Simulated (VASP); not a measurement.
# ZnS (R3m) in VASP: further runs

ZnS is run at these levels: HSE06; tasks: single point.

All numbers are computed with VASP 6.6.1; they aren't measurements. Logs are shortened: lines on timing, memory, paths and dates and some standing lists are left out, and cuts for length are marked.

**1. The cell of the first run**

The structure is trigonal, space group R3m (No. 160). The conventional cell has a = 3.848 Å, b = 3.848 Å, c = 9.281 Å, α = 90.00°, β = 90.00°, γ = 120.00°. Within 3.1 Å of Zn (site symmetry 3m) lie 4 S at 2.34 to 2.35 Å. Within 3.1 Å of S (site symmetry 3m) lie 4 Zn at 2.34 to 2.35 Å.

**2. Single point, HSE06 (epitaxial 111 strain +1.0%)**

File POSCAR:

```
ZnS
1.0
   -0.0279060827      2.6931206072      2.6931206072
    2.6931206072     -0.0279060827      2.6931206072
    2.6931206072      2.6931206072     -0.0279060827
Zn S
1 1
Direct
   -0.0008774727     -0.0008774727     -0.0008774727
    0.2508774727      0.2508774727      0.2508774727
```

File INCAR.step1:

```
SYSTEM = ZnS
PREC     = Accurate       ! precision mode
ENCUT    = 520            ! plane-wave cutoff, eV
EDIFF    = 1E-5           ! SCF threshold, eV
ISMEAR   = 0              ! smearing method
SIGMA    = 0.01           ! smearing width, eV
LREAL    = .False.        ! projectors in reciprocal space
LASPH    = .True.         ! aspherical terms in the spheres
NELM     = 60             ! most SCF steps
ALGO     = Normal         ! electronic algorithm
ISIF     = 2              ! what is computed and relaxed
LWAVE    = .True.         ! write WAVECAR
GGA      = PE             ! functional
NBANDS   = 16             ! bands
```

File INCAR.step2:

```
SYSTEM = ZnS
PREC     = Accurate       ! precision mode
ENCUT    = 520            ! plane-wave cutoff, eV
EDIFF    = 1E-6           ! SCF threshold, eV
ISMEAR   = 0              ! smearing method
SIGMA    = 0.01           ! smearing width, eV
LREAL    = .False.        ! projectors in reciprocal space
LASPH    = .True.         ! aspherical terms in the spheres
NELM     = 60             ! most SCF steps
ALGO     = Normal         ! electronic algorithm
ISIF     = 2              ! what is computed and relaxed
LWAVE    = .False.        ! write WAVECAR
LCHARG   = .True.         ! write CHGCAR
GGA      = PE             ! functional
LHFCALC  = .True.         ! exact exchange
HFSCREEN = 0.2079         ! screening, 1/A
PRECFOCK = Normal       
LELF     = .True.         ! ELF
LVHAR    = .True.       
ISTART   = 1            
NBANDS   = 16             ! bands
```

File KPOINTS:

```
Automatic mesh
0
Gamma
  6 6 6
  0 0 0
```

Potentials or basis: VASP PAW PBE potentials, release 64 (Zn, S).

On the command line:

```bash
> cat potpaw_PBE.64/Zn/POTCAR potpaw_PBE.64/S/POTCAR > POTCAR
> cp INCAR.step1 INCAR
> mpirun -np 1 vasp_std > vasp.out
> cp INCAR.step2 INCAR
> mpirun -np 1 vasp_std > vasp.out
```

OUTCAR:

```text
SYSTEM = ZnS
   PREC = Accurate
   ENCUT = 520
   EDIFF = 1E-6
   ISMEAR = 0
   LREAL = .False.
   LASPH = .True.
   NELM = 60
   ISIF = 2
   GGA = PE
   LHFCALC = .True.
   HFSCREEN = 0.2079
   PRECFOCK = Normal
   ISTART = 1

 ion  position               nearest neighbor table
   1  0.999  0.999  0.999-   2 2.34   2 2.35   2 2.35   2 2.35
   2  0.251  0.251  0.251-   1 2.34   1 2.35   1 2.35   1 2.35

  LATTYP: Found a trigonal (rhomboedric) cell.
 ALAT       =     3.8087499208
 COS(alpha) =     0.4896117273

  Lattice vectors:

 A1 = (  -0.0279060827,   2.6931206072,   2.6931206072)
 A2 = (   2.6931206072,  -0.0279060827,   2.6931206072)
 A3 = (   2.6931206072,   2.6931206072,  -0.0279060827)

Analysis of symmetry for initial positions (statically):
=====================================================================
 Subroutine PRICEL returns:
 Original cell was already a primitive cell.

 Routine SETGRP: Setting up the symmetry group for a
 trigonal (rhombohedral) supercell.

 Subroutine GETGRP returns: Found  6 space group operations
 (whereof  6 operations were pure point group operations)
 out of a pool of 12 trial point group operations.

The static configuration has the point symmetry C_3v.

Analysis of symmetry for dynamics (positions and initial velocities):
=====================================================================
 Subroutine PRICEL returns:
 Original cell was already a primitive cell.

 Routine SETGRP: Setting up the symmetry group for a
 trigonal (rhombohedral) supercell.

 Subroutine GETGRP returns: Found  6 space group operations
 (whereof  6 operations were pure point group operations)
 out of a pool of 12 trial point group operations.

The dynamic configuration has the point symmetry C_3v.

 Subroutine INISYM returns: Found  6 space group operations
 (whereof  6 operations are pure point group operations),
 and found     1 'primitive' translations

----------------------------------------------------------------------------------------

                                     Primitive cell

  volume of cell :      39.6730

  direct lattice vectors                    reciprocal lattice vectors
    -0.027906083  2.693120607  2.693120607    -0.182797182  0.184711157  0.184711157
     2.693120607 -0.027906083  2.693120607     0.184711157 -0.182797182  0.184711157
     2.693120607  2.693120607 -0.027906083     0.184711157  0.184711157 -0.182797182

  length of vectors
     3.808749921  3.808749921  3.808749921     0.318827905  0.318827905  0.318827905
[... 90 lines left out ...]
   TEBEG  =    0.0;   TEEND  =   0.0 temperature during run
   PSTRESS=    0.0 pullay stress
   NELECT =      18.0000    total number of electrons
   NUPDOWN=      -1.0000    fix difference up-down
   EMIN   =  10.00;   EMAX   =-10.00  energy-range for DOS
   EFERMI =   0.00;   METHOD = LEGACY
   ISMEAR =     0;   SIGMA  =   0.01  broadening in eV -4-tet -1-fermi 0-gaus
   EFERMI_NEDOS =   21; number of points for ismear=-14 and -15
   IALGO  =     38    algorithm
   IMIX   =      1    mixing-type and parameters
     AMIX     =   0.40;   BMIX     =  1.00
     AMIX_MAG =   1.60;   BMIX_MAG =  1.00
  volume/ion in A,a.u.               =      19.84       133.86
  Fermi-wavevector in a.u.,A,eV,Ry     =   1.257961  2.377202 21.530755  1.582466
  Thomas-Fermi vector in A             =   2.391594
   LORBIT       =      0    0 simple, 1 ext, 2 COOP (PROOUT), +10 PAW based schemes
   GGA     = PE    functional components
   LHFCALC =     T    Hartree Fock is set to
   PRECFOCK=normal    Normal, Fast or Accurate (Low or Medium for compatibility)
   ENCUT4O =  -1.0   cutoff for four orbital integrals eV
   NKREDX  =     1    reduce k-point grid by
   NKREDY  =     1    reduce k-point grid by
   NKREDZ  =     1    reduce k-point grid by
   AEXX    =    0.2500 exact exchange contribution
   HFSCREEN=    0.2079 screening length (either q_TF or 0.3 A-1)
   HFSCREENC=   0.2079 screening length for correlation (either q_TF or 0.3 A-1)
   ENCUTFOCK=  -1.0 apply spherical cutoff to Coloumb kernel
   IVDW    =     0    specifies the selected vdW correction
   LEPSILON=     F    determine dielectric tensor
   LRPA    =     F    only Hartree local field effects (RPA)
 non-spin polarized calculation
 Gauss-broadening in eV      SIGMA  =   0.01
  energy-cutoff  :      520.00
  volume of cell :       39.67
 maximum number of plane-waves:      1080
  NGX = 24; NGY = 24; NGZ = 24

 number of electron      17.9999994 magnetization

 Free energy of the ion-electron system (eV)
  ---------------------------------------------------
  ext. energy  EPLUGINS =         0.00000000
  ---------------------------------------------------
  free energy    TOTEN  =        -8.37136529 eV

  energy without entropy =       -8.37136529  energy(sigma->0) =       -8.37136529

 E-fermi :   1.4668     XC(G=0):  -7.9518

 val. band max:        1.3873997433   @ k =   0.0000   0.0000   0.0000
 cond. band min:       4.6268678309   @ k =   0.0000   0.0000   0.0000
 fundamental gap:      3.2394680876
 Fermi energy:         1.4667698501

 k-point     1 :       0.0000    0.0000    0.0000
  band No.  band energies     occupation
      1     -12.9485      2.00000
      2      -6.4980      2.00000
      3      -6.4980      2.00000
      4      -6.4926      2.00000
      5      -6.0582      2.00000
      6      -6.0582      2.00000
[... 433 lines left out ...]
      3      -6.2465      2.00000
      4      -6.1456      2.00000
      5      -6.0336      2.00000
      6      -5.6610      2.00000
[... 8 lines left out ...]
     15      16.8918      0.00000
     16      17.7033      0.00000

 [... further k-points ...]

------------------------ aborting loop because EDIFF is reached ----------------------------------------

  FORCE on cell =-STRESS in cart. coord.  units (eV):
  Direction    XX          YY          ZZ          XY          YZ          ZX
  --------------------------------------------------------------------------------------
  -------------------------------------------------------------------------------------
  Total        0.1145793      0.1145793      0.1145793      0.1255597      0.1255597      0.1255597
  in kB        4.6272316      4.6272316      4.6272316      5.0706705      5.0706705      5.0706705
  external PRESSURE =       4.6272316 kB  Pullay stress =       0.0000000 kB

 VOLUME and BASIS-vectors are now :
 -----------------------------------------------------------------------------
  energy-cutoff  :      520.00
  volume of cell :       39.67
      direct lattice vectors                 reciprocal lattice vectors
    -0.027906083  2.693120607  2.693120607    -0.182797182  0.184711157  0.184711157
     2.693120607 -0.027906083  2.693120607     0.184711157 -0.182797182  0.184711157
     2.693120607  2.693120607 -0.027906083     0.184711157  0.184711157 -0.182797182

 POSITION                                       TOTAL-FORCE (eV/Angst)
 -----------------------------------------------------------------------------------
      5.35363      5.35363      5.35363        -0.003563     -0.003563     -0.003563
      1.34429      1.34429      1.34429         0.003563      0.003563      0.003563
 -----------------------------------------------------------------------------------
    total drift:                               -0.000011     -0.000031      0.000034

  FREE ENERGIE OF THE ION-ELECTRON SYSTEM (eV)
  ---------------------------------------------------
  free  energy   TOTEN  =        -8.3713652867 eV

  energy  without entropy=       -8.3713652867  energy(sigma->0) =       -8.37136529
```

It took 1.8 h on 1 thread of Oxide Virtual Turin-like, shared host; peak memory 0.26 GiB.

What came out:

```
Free energy            : -8.3714 eV
Pressure               : 0.5 GPa
Largest force          : 0.006 eV/Å
Band gap on the k mesh : 3.24 eV
```

Forces on the atoms (eV/Å):
```
Zn  -0.004 -0.004 -0.004
S    0.004  0.004  0.004
```

Caveat: the cell differs from its parent crystal (epitaxial 111 strain +1.0%); the PAW data sets were made with another functional, which shifts forces and pressure a little.

**3. Single point, HSE06 (epitaxial 111 strain -1.0%)**

File POSCAR:

```
ZnS
1.0
    0.0299767323      2.6971217056      2.6971217056
    2.6971217056      0.0299767323      2.6971217056
    2.6971217056      2.6971217056      0.0299767323
Zn S
1 1
Direct
    0.0010474319      0.0010474319      0.0010474319
    0.2489525681      0.2489525681      0.2489525681
```

File INCAR.step1:

```
PREC     = Accurate       # precision mode
ENCUT    = 520            # plane-wave cutoff, eV
EDIFF    = 1E-5           # SCF threshold, eV
ISMEAR   = 0              # smearing method
SIGMA    = 0.01           # smearing width, eV
LREAL    = False          # projectors in reciprocal space
LASPH    = True           # aspherical terms in the spheres
NELM     = 100            # most SCF steps
ALGO     = Normal         # electronic algorithm
ISIF     = 2              # what is computed and relaxed
LWAVE    = True           # write WAVECAR
LCHARG   = False          # write CHGCAR
NBANDS   = 16             # bands
GGA      = PE             # functional
```

File INCAR.step2:

```
PREC     = Accurate       # precision mode
ENCUT    = 520            # plane-wave cutoff, eV
EDIFF    = 1E-6           # SCF threshold, eV
ISMEAR   = 0              # smearing method
SIGMA    = 0.01           # smearing width, eV
LREAL    = False          # projectors in reciprocal space
LASPH    = True           # aspherical terms in the spheres
NELM     = 100            # most SCF steps
ALGO     = Normal         # electronic algorithm
ISIF     = 2              # what is computed and relaxed
LWAVE    = False          # write WAVECAR
LCHARG   = False          # write CHGCAR
GGA      = PE             # functional
LHFCALC  = True           # exact exchange
HFSCREEN = 0.2079         # screening, 1/A
PRECFOCK = Normal       
NBANDS   = 16             # bands
ISTART   = 1
```

File KPOINTS:

```
regular mesh
0
Gamma
  6 6 6
```

Potentials or basis: VASP PAW PBE potentials, release 64 (Zn, S).

On the command line:

```bash
> cat potpaw_PBE.64/Zn/POTCAR potpaw_PBE.64/S/POTCAR > POTCAR
> cp INCAR.step1 INCAR
> mpirun -np 1 vasp_std > vasp.out
> cp INCAR.step2 INCAR
> mpirun -np 1 vasp_std > vasp.out
```

Wall time 85 min (1 thread of Oxide Virtual Turin-like, shared host); peak memory 0.26 GiB.

The run converged. Its results:

* Free energy: -8.3599 eV
* Pressure: 2.7 GPa
* Band gap on the k mesh: 3.39 eV

Stress tensor (GPa, compression positive):
```
 2.73 -0.55 -0.55
-0.55  2.73 -0.55
-0.55 -0.55  2.73
```

Levels at points of the mesh, in eV from the valence-band top:
```
           k point  band 7  band 8  band 9  band 10  band 11  band 12
(0.00, 0.00, 0.00)   -0.10    0.00    0.00     3.39     7.49     7.72
(0.50, 0.00, 0.00)   -5.78   -1.04   -0.96     4.51     8.07     8.13
(0.50, 0.50, 0.00)   -5.13   -2.53   -2.41     4.28     5.23    12.67
(0.50, 0.50, 0.50)   -5.83   -0.92   -0.92     4.70     8.24     8.24
```

Caveat: the cell differs from its parent crystal (epitaxial 111 strain -1.0%); the PAW data sets were made with another functional, which shifts forces and pressure a little.

**4. Single point, HSE06 (epitaxial 111 strain +2.0%)**

File POSCAR:

```
ZnS
1.0
   -0.0565262558      2.6914412923      2.6914412923
    2.6914412923     -0.0565262558      2.6914412923
    2.6914412923      2.6914412923     -0.0565262558
Zn S
1 1
Direct
   -0.0017637386     -0.0017637386     -0.0017637386
    0.2517637386      0.2517637386      0.2517637386
```

File INCAR.step1:

```
PREC     = Accurate       # precision mode
ENCUT    = 520            # plane-wave cutoff, eV
EDIFF    = 1E-5           # SCF threshold, eV
ISMEAR   = 0              # smearing method
SIGMA    = 0.01           # smearing width, eV
LREAL    = F              # projectors in reciprocal space
LASPH    = T              # aspherical terms in the spheres
NELM     = 80             # most SCF steps
ALGO     = Normal         # electronic algorithm
ISIF     = 2              # what is computed and relaxed
LWAVE    = T              # write WAVECAR
LCHARG   = F              # write CHGCAR
GGA      = PE             # functional
NBANDS   = 16             # bands
```

File INCAR.step2:

```
PREC     = Accurate       # precision mode
ENCUT    = 520            # plane-wave cutoff, eV
EDIFF    = 1E-6           # SCF threshold, eV
ISMEAR   = 0              # smearing method
SIGMA    = 0.01           # smearing width, eV
LREAL    = F              # projectors in reciprocal space
LASPH    = T              # aspherical terms in the spheres
NELM     = 80             # most SCF steps
ALGO     = Normal         # electronic algorithm
ISIF     = 2              # what is computed and relaxed
LWAVE    = F              # write WAVECAR
LCHARG   = F              # write CHGCAR
GGA      = PE             # functional
LHFCALC  = T              # exact exchange
HFSCREEN = 0.2079         # screening, 1/A
PRECFOCK = Normal       
ISTART   = 1            
NBANDS   = 16             # bands
```

File KPOINTS:

```
Automatic mesh
0
Gamma
  6 6 6
```

On the command line:

```bash
> cat potpaw_PBE.64/Zn/POTCAR potpaw_PBE.64/S/POTCAR > POTCAR
> cp INCAR.step1 INCAR
> mpirun -np 1 vasp_std > vasp.out
> cp INCAR.step2 INCAR
> mpirun -np 1 vasp_std > vasp.out
```

Wall time 2.1 h (1 thread of Oxide Virtual Turin-like, shared host); peak memory 0.26 GiB.

It converged, with:

```yaml
Free_energy: -8.3656 eV
Pressure: -0.6 GPa
Largest_force: 0.008 eV/Å
Band_gap_on_the_k_mesh: 3.11 eV
```

Forces in eV/Å, atoms in the order of the input:
```
Zn  -0.005 -0.005 -0.005
S    0.005  0.005  0.005
```

Stress tensor (GPa, compression positive):
```
-0.57  0.99  0.99
 0.99 -0.57  0.99
 0.99  0.99 -0.57
```

Levels at points of the mesh, in eV from the valence-band top:
```
           k point  band 6  band 7  band 8  band 9  band 10  band 11  band 12  band 13
(0.00, 0.00, 0.00)   -7.47   -0.15   -0.15    0.00     3.11     7.45     7.45     7.90
(0.50, 0.00, 0.00)   -7.25   -5.58   -1.01   -0.89     4.47     8.08     8.22    10.00
(0.50, 0.50, 0.00)   -7.20   -4.99   -2.48   -2.26     4.28     5.19    12.22    13.42
(0.50, 0.50, 0.50)   -7.21   -5.50   -1.10   -1.10     4.16     7.89     7.89    10.06
```

Caveat: the cell differs from its parent crystal (epitaxial 111 strain +2.0%); the PAW data sets were made with another functional, which shifts forces and pressure a little.

**5. Overview**

| cell | gap on the mesh (eV) | pressure (GPa) | largest force (eV/Å) |
| --- | --- | --- | --- |
| a = 3.809 Å, angles 60.7°, 2 atoms, epitaxial 111 strain +1.0% | 3.24 | 0.5 | 0.01 |
| a = 3.814 Å, angles 59.3°, 2 atoms, epitaxial 111 strain -1.0% | 3.39 | 2.7 | - |
| a = 3.807 Å, angles 61.4°, 2 atoms, epitaxial 111 strain +2.0% | 3.11 | -0.6 | 0.01 |

Alike in all rows: task single point; level HSE06; potentials or basis VASP PAW PBE potentials, release 64 (Zn, S); no spin polarisation; k mesh 6 × 6 × 6; cutoff (eV) 520; smearing gaussian 0.01 eV.

Caveats: the PAW data sets were made with another functional, which shifts forces and pressure a little.

Total energies depend on the potentials used, so only differences within one code and one set of settings carry meaning.
